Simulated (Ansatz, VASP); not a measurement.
# SnS7: VASP beside Ansatz

```
CELL_PARAMETERS angstrom
0.00000 4.14218 4.14218
4.14218 0.00000 4.14218
4.14218 4.14218 0.00000
ATOMIC_POSITIONS crystal
Sn 0.00000 0.00000 0.00000
S 0.50000 0.50000 0.50000
S 0.00000 0.50000 0.00000
S 0.50000 0.00000 0.00000
S 0.00000 0.50000 0.50000
S 0.50000 0.00000 0.50000
S 0.00000 0.00000 0.50000
S 0.50000 0.50000 0.00000
```

Change from the starting cell: species swapped into the SbPt7 type (Fm-3m, No. 225).

Alike in both runs: functional PBE; k mesh 4 × 4 × 4; occupations gaussian, width 0.1 eV; no spin polarisation.

Ansatz relaxed the structure, and its values are those at the end. VASP's run is a single point on that final structure, the one shown.

```csv
,VASP,Ansatz
version,VASP 6.6.1,Ansatz 0.2.0
potentials or method,"VASP PAW PBE potentials, release 64 (Sn_d, S), cutoff 520 eV","scalar-relativistic, plane waves, PAW"
valence electrons in the cell,56,56
```

|  | VASP | Ansatz | Ansatz less VASP |
| --- | --- | --- | --- |
| gap on the k mesh at the Fermi level (eV) | none | none | - |
| pressure (GPa) | -0.2 | -0.1 | +0.09 |

A gap of «none» marks a metal or a gap that the smearing closes. The functional is the same, so the differences come from potentials, cutoffs and numerics.
